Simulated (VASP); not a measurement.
The system is Ni2Ir.

```
Ni Ir
1.0
     0.00000    2.52445    2.52445
     2.52445    0.00000    2.52445
     2.52445    2.52445    0.00000
Ni Ir
2 1
Cartesian
  1.2622 1.2622 1.2622
  3.7867 3.7867 3.7867
  0.0000 0.0000 0.0000
```

| Item | Value |
| --- | --- |
| Program | VASP 6.6.1 |
| Task | relaxation of cell and atoms |
| Functional | PBE |
| Potentials or basis | VASP PAW PBE potentials, release 64 (Ni, Ir) |
| Cutoff | 600 eV |
| k mesh | 6 × 6 × 6 |
| Occupations | gaussian, width 0.1 eV |
| Spin | no spin polarisation |

At the start: pressure 126.1 GPa; volume 10.73 Å³/atom.

Task: Where does the relaxation end?

Result: Over 12 steps the energy falls by 1201.9 meV/atom and the volume is 14.90 Å³/atom (+38.9 %); space group Fm-3m (No. 225, to 0.05 Å).

The path:
| step | energy change (eV) | largest force (eV/Å) | pressure (GPa) | volume (Å³) |
| --- | --- | --- | --- | --- |
| 1 | 0.0000 | 0.0000 | 126.13 | 32.18 |
| 2 | 6.8141 | 0.0000 | -12.80 | 89.68 |
| 3 | 5.4393 | 0.0000 | -11.71 | 73.58 |
| 4 | -1.2029 | 0.0000 | -25.74 | 64.65 |
| 5 | 15.4092 | 0.0000 | 60.87 | 46.54 |
| 6 | -1.6215 | 0.0000 | -20.71 | 57.49 |
| 7 | -2.8892 | 0.0000 | -17.08 | 51.82 |
| 8 | -3.4025 | 0.0000 | -13.25 | 49.14 |
| 9 | -3.4986 | 0.0000 | -10.14 | 47.83 |
| 10 | -3.5361 | 0.0000 | -8.41 | 47.18 |
| 11 | -3.5396 | 0.0000 | 10.11 | 42.46 |
| 12 | -3.6058 | 0.0000 | -0.05 | 44.69 |

Final structure:
```cif
data_structure
_symmetry_space_group_name_H-M 'P 1'
_symmetry_Int_Tables_number 1
_cell_length_a 3.9833
_cell_length_b 3.9833
_cell_length_c 3.9833
_cell_angle_alpha 60.000
_cell_angle_beta 60.000
_cell_angle_gamma 60.000
_cell_volume 44.69
loop_
_atom_site_label
_atom_site_type_symbol
_atom_site_fract_x
_atom_site_fract_y
_atom_site_fract_z
_atom_site_occupancy
Ni1 Ni 0.25000 0.25000 0.25000 1
Ni2 Ni 0.75000 0.75000 0.75000 1
Ir1 Ir 0.00000 0.00000 0.00000 1
```

Caveat: the volume moved by over 15 % at a fixed basis, so the end points are rough.
